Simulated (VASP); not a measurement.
# W12C13 in VASP: single point with PBE

Aim: the single point of W12C13 with PBE.

Program: VASP 6.6.1. These are calculated values, not measurements. Logs are shortened: lines on timing, memory, paths and dates and some standing lists are left out, and cuts for length are marked.

## 1. The cell of the first run

The cell holds a slab with vacuum, 25 atoms: a = 5.806 Å, b = 5.806 Å, c = 18.079 Å, α = 90.00°, β = 90.00°, γ = 120.00°.

## 2. Single point, PBE

File INCAR:

```
SYSTEM = W12C13
PREC = Accurate
ENCUT = 520
EDIFF = 1E-6
ISMEAR = -1
SIGMA = 0.05
LREAL = Auto
LASPH = .True.
NELM = 100
ALGO = Normal
ISIF = 2
LWAVE = .False.
LCHARG = .False.
GGA = PE
NBANDS = 128
```

File KPOINTS:

```
Automatic mesh
0
Gamma
  3 3 1
  0 0 0
```

File POSCAR:

```
W12C13
1.0
    5.8060000000      0.0000000000      0.0000000000
   -2.9030000000      5.0281430000      0.0000000000
    0.0000000000      0.0000000000     18.0787500000
W C
12 13
Direct
    0.0000000000      0.0000000000      0.0553136000
   -0.0000877393      0.0000941486      0.2115599634
   -0.0030800192      0.0031070372      0.3647267637
    0.0000000000      0.5000000000      0.0553136000
    0.0009041060      0.5005335975      0.2127885236
    0.0051368085      0.5007411440      0.3736568406
    0.5000000000      0.0000000000      0.0553136000
    0.4994736881     -0.0008957382      0.2127894855
    0.4992663997     -0.0051341600      0.3736612279
    0.5000000000      0.5000000000      0.0553136000
    0.5007298876      0.4992764964      0.2136414075
    0.5042632334      0.4957160355      0.3776400089
    0.3333333000      0.1666667000      0.1336237000
    0.3352123935      0.1691560105      0.2896647002
    0.3014941749      0.1416272366      0.4477809898
    0.3333333000      0.6666667000      0.1336237000
    0.3362158099      0.6637863530      0.2910169358
    0.3384592493      0.6615786044      0.4374163642
    0.8333333000      0.1666667000      0.1336237000
    0.8328015074      0.1672109411      0.2882937954
    0.8303881523      0.1696444762      0.4335545197
    0.8333333000      0.6666667000      0.1336237000
    0.8308566585      0.6647950793      0.2896678472
    0.8583593473      0.6984714570      0.4477779821
    0.0759670355      0.9240136071      0.4735701405
```

Potentials or basis: VASP PAW PBE potentials, release 64 (W_sv, C).

On the command line:

```console
> cat potpaw_PBE.64/W_sv/POTCAR potpaw_PBE.64/C/POTCAR > POTCAR
> mpirun -np 1 vasp_std > vasp.out
```

OUTCAR:

```text
SYSTEM = W12C13
   PREC = Accurate
   ENCUT = 520
   EDIFF = 1E-6
   ISMEAR = -1
   LREAL = Auto
   LASPH = .True.
   NELM = 100
   ISIF = 2
   GGA = PE

 ion  position               nearest neighbor table
   1  0.000  0.000  0.055-  22 2.19  13 2.19  19 2.19   2 2.82  10 2.90   4 2.90   4 2.90  10 2.90
                             7 2.90   7 2.90
   2  1.000  0.000  0.212-  20 2.18  19 2.19  13 2.19  22 2.19  14 2.20  23 2.20   3 2.77   1 2.82
                             5 2.90   8 2.90  11 2.90  11 2.90   8 2.90   5 2.90
   3  0.997  0.003  0.365-  21 2.09  25 2.12  15 2.15  24 2.15  20 2.15  14 2.18  23 2.18   2 2.77
                             6 2.87   9 2.87  12 2.91  12 2.91   9 2.95   6 2.95
   4  0.000  0.500  0.055-  19 2.19  16 2.19  22 2.19   5 2.85   7 2.90   1 2.90   1 2.90   7 2.90
                            10 2.90  10 2.90
   5  0.001  0.501  0.213-  20 2.16  23 2.18  16 2.20  17 2.20  22 2.21  19 2.21   4 2.85   8 2.89
                            11 2.90   2 2.90   2 2.90  11 2.91   6 2.91   8 2.91
   6  0.005  0.501  0.374-  21 1.99  18 2.03  24 2.20  17 2.24  20 2.28  23 2.28   9 2.87   3 2.87
                            12 2.89   5 2.91  12 2.91   9 2.94   3 2.95
   7  0.500  0.000  0.055-  16 2.19  19 2.19  13 2.19   8 2.85  10 2.90   4 2.90  10 2.90   4 2.90
                             1 2.90   1 2.90
   8  0.499  0.999  0.213-  20 2.16  14 2.18  16 2.20  17 2.20  13 2.21  19 2.21   7 2.85   5 2.89
                            11 2.90   2 2.90   2 2.90  11 2.91   9 2.91   5 2.91
   9  0.499  0.995  0.374-  21 1.99  18 2.03  15 2.20  17 2.24  20 2.28  14 2.28   6 2.87   3 2.87
                            12 2.89   8 2.91  12 2.91   6 2.94   3 2.95
  10  0.500  0.500  0.055-  13 2.19  22 2.19  16 2.19  11 2.86   1 2.90   7 2.90   7 2.90   1 2.90
                             4 2.90   4 2.90
  11  0.501  0.499  0.214-  14 2.16  23 2.16  17 2.17  22 2.21  13 2.21  16 2.22  10 2.86   8 2.90
                             5 2.90   2 2.90   2 2.90   5 2.91   8 2.91  12 2.97
  12  0.504  0.496  0.378-  18 1.99  24 2.19  15 2.19  14 2.29  23 2.29  17 2.30   9 2.89   6 2.89
                             3 2.91   3 2.91   6 2.91   9 2.91  11 2.97
  13  0.333  0.167  0.134-   2 2.19  10 2.19   1 2.19   7 2.19   8 2.21  11 2.21
  14  0.335  0.169  0.290-  11 2.16   3 2.18   8 2.18   2 2.20   9 2.28  12 2.29
  15  0.301  0.142  0.448-  25 1.37   3 2.15  12 2.19   9 2.20
  16  0.333  0.667  0.134-   7 2.19   4 2.19  10 2.19   5 2.20   8 2.20  11 2.22
  17  0.336  0.664  0.291-  11 2.17   5 2.20   8 2.20   6 2.24   9 2.24  12 2.30
  18  0.338  0.662  0.437-  12 1.99   9 2.03   6 2.03
  19  0.833  0.167  0.134-   2 2.19   4 2.19   7 2.19   1 2.19   8 2.21   5 2.21
  20  0.833  0.167  0.288-   3 2.15   5 2.16   8 2.16   2 2.18   6 2.28   9 2.28
  21  0.830  0.170  0.434-   6 1.99   9 1.99   3 2.09
  22  0.833  0.667  0.134-   2 2.19   1 2.19  10 2.19   4 2.19   5 2.21  11 2.21
  23  0.831  0.665  0.290-  11 2.16   3 2.18   5 2.18   2 2.20   6 2.28  12 2.29
  24  0.858  0.698  0.448-  25 1.37   3 2.15  12 2.19   6 2.20
  25  0.076  0.924  0.474-  15 1.37  24 1.37   3 2.12

  LATTYP: Found a hexagonal cell.
[... 176 lines left out ...]
   ISMEAR =    -1;   SIGMA  =   0.05  broadening in eV -4-tet -1-fermi 0-gaus
   EFERMI_NEDOS =   21; number of points for ismear=-14 and -15
   IALGO  =     38    algorithm
   IMIX   =      4    mixing-type and parameters
     AMIX     =   0.40;   BMIX     =  1.00
     AMIX_MAG =   1.60;   BMIX_MAG =  1.00
  volume/ion in A,a.u.               =      21.11       142.47
  Fermi-wavevector in a.u.,A,eV,Ry     =   1.222920  2.310984 20.347966  1.495533
  Thomas-Fermi vector in A             =   2.358049
   LORBIT       =      0    0 simple, 1 ext, 2 COOP (PROOUT), +10 PAW based schemes
   GGA     = PE    functional components
   LHFCALC =     F    Hartree Fock is set to
   AEXX    =    0.0000 exact exchange contribution
   IVDW    =     0    specifies the selected vdW correction
   LEPSILON=     F    determine dielectric tensor
   LRPA    =     F    only Hartree local field effects (RPA)
 non-spin polarized calculation
  energy-cutoff  :      520.00
  volume of cell :      527.78
 maximum number of plane-waves:     14251
 NGX is ok and might be reduce to    48
   NGX = 21   NGY = 21   NGZ = 67

 number of electron     219.9999990 magnetization

 Free energy of the ion-electron system (eV)
  ---------------------------------------------------
  ext. energy  EPLUGINS =         0.00000000
  ---------------------------------------------------
  free energy    TOTEN  =      -261.67326127 eV

  energy without entropy =     -261.64121955  energy(sigma->0) =     -261.65724041

 E-fermi :   2.6601     XC(G=0):  -7.7760

 val. band max:        2.6159454317   @ k =   0.3333   0.3333   0.0000
 cond. band min:       2.8323034150   @ k =   0.0000   0.0000   0.0000
 fundamental gap:      0.2163579833
 Fermi energy:         2.6601414710

 k-point     1 :       0.0000    0.0000    0.0000
  band No.  band energies     occupation
      1     -71.5108      2.00000
      2     -71.4763      2.00000
      3     -71.4231      2.00000
      4     -71.4229      2.00000
      5     -71.3997      2.00000
      6     -71.3779      2.00000
[... 614 lines left out ...]
    121       4.5040      0.00000
    122       4.7181      0.00000
 [bands above 122 left out]

------------------------ aborting loop because EDIFF is reached ----------------------------------------

  FORCE on cell =-STRESS in cart. coord.  units (eV):
  Direction    XX          YY          ZZ          XY          YZ          ZX
  --------------------------------------------------------------------------------------
  -------------------------------------------------------------------------------------
  Total        6.3458175      1.8166771     -3.1318412     -3.9237506      0.0205608     -0.0368677
  in kB       19.2639396      5.5148700     -9.5073015    -11.9112934      0.0624163     -0.1119188
  external PRESSURE =       5.0905027 kB  Pullay stress =       0.0000000 kB

 VOLUME and BASIS-vectors are now :
 -----------------------------------------------------------------------------
  energy-cutoff  :      520.00
  volume of cell :      527.78
      direct lattice vectors                 reciprocal lattice vectors
     5.806000000  0.000000000  0.000000000     0.172235618  0.099440290  0.000000000
    -2.903000000  5.028143000  0.000000000     0.000000000  0.198880581  0.000000000
     0.000000000  0.000000000 18.078750000     0.000000000  0.000000000  0.055313559

 POSITION                                       TOTAL-FORCE (eV/Angst)
 -----------------------------------------------------------------------------------
      0.00000      0.00000      1.00000         0.000444     -0.000182      0.650499
      5.80522      0.00047      3.82474        -0.000607      0.000140     -0.003756
      5.77910      0.01562      6.59380        -0.013918      0.005390     -0.034619
     -1.45150      2.51407      1.00000         0.021149      0.025817      0.789224
     -1.44780      2.51675      3.84695         0.000991     -0.000636     -0.006720
     -1.42383      2.51780      6.75525        -0.023907      0.020793     -0.024627
[... 17 lines left out ...]
      2.95597      3.51201      8.09527        -0.019820     -0.052944      0.043071
     -2.24135      4.64607      8.56156        -0.002412     -0.000678      0.073825
 -----------------------------------------------------------------------------------
    total drift:                                0.002565     -0.003498     -0.037586

  FREE ENERGIE OF THE ION-ELECTRON SYSTEM (eV)
  ---------------------------------------------------
  free  energy   TOTEN  =      -261.6732612748 eV

  energy  without entropy=     -261.6412195460  energy(sigma->0) =     -261.65724041
```

OSZICAR:

```text
N       E                     dE             d eps       ncg     rms          rms(c)
DAV:   1     0.282244152980E+04    0.28224E+04   -0.12957E+05  1456   0.173E+03
DAV:   2    -0.873666475949E+02   -0.29098E+04   -0.28461E+04  1440   0.535E+02
DAV:   3    -0.291302071418E+03   -0.20394E+03   -0.19855E+03  1608   0.136E+02
[... 23 lines left out ...]
DAV:  27    -0.261673252453E+03   -0.17027E-04   -0.11677E-06   904   0.415E-03    0.178E-03
DAV:  28    -0.261673257637E+03   -0.51849E-05   -0.42265E-07   888   0.253E-03    0.119E-03
DAV:  29    -0.261673259915E+03   -0.22779E-05   -0.25535E-07   848   0.157E-03    0.588E-04
DAV:  30    -0.261673261068E+03   -0.11528E-05   -0.14895E-07   840   0.854E-04    0.256E-04
DAV:  31    -0.261673261275E+03   -0.20666E-06   -0.47777E-08   760   0.544E-04
   1 F= -.26167326E+03 E0= -.26165724E+03  d E =-.320417E-01
```

stdout:

```text
POSCAR found type information on POSCAR W C
 POSCAR found :  2 types and      25 ions
 scaLAPACK will be used
 LDA part: xc-table for (Slater+PW92), standard interpolation
 POSCAR, INCAR and KPOINTS ok, starting setup
 FFT: planning ... GRIDC
 FFT: planning ... GRID_SOFT
 FFT: planning ... GRID
 WAVECAR not read
 entering main loop
```

It took 36 min on 1 thread of Oxide Virtual Turin-like, shared host; peak memory 0.72 GiB.

Results:

| Quantity | Value |
| --- | --- |
| Free energy | -261.6733 eV |
| Largest force | 0.900 eV/Å |
| Band gap on the k mesh | zero (bands 110 and 111 overlap by 0.59 eV) |

Forces on the atoms (eV/Å):
```
W    0.000  0.000  0.650
W   -0.001  0.000 -0.004
W   -0.014  0.005 -0.035
W    0.021  0.026  0.789
W    0.001 -0.001 -0.007
W   -0.024  0.021 -0.025
W   -0.012 -0.031  0.789
W    0.001 -0.001 -0.007
W   -0.030  0.011 -0.025
W    0.022 -0.012  0.894
W   -0.002  0.002  0.000
W    0.029 -0.015 -0.002
C    0.103  0.070 -0.847
C    0.007  0.004  0.017
C    0.039  0.046  0.043
C   -0.007  0.004 -0.801
C    0.004 -0.002 -0.006
C   -0.003  0.001  0.087
C   -0.117  0.068 -0.889
C   -0.002  0.000 -0.004
C    0.015 -0.011  0.095
C   -0.009 -0.123 -0.847
C   -0.001 -0.008  0.016
C   -0.020 -0.053  0.043
C   -0.002 -0.001  0.074
```

Caveat: the k points lie up to 0.42 Å⁻¹ apart, too coarse for converged energies and pressures of a metal; there is no dipole correction, which matters where the two faces differ; spin-orbit coupling is left out, which moves the levels of the heavy elements.

The gap in the log of VASP goes by the Fermi energy; the results here count the filled bands.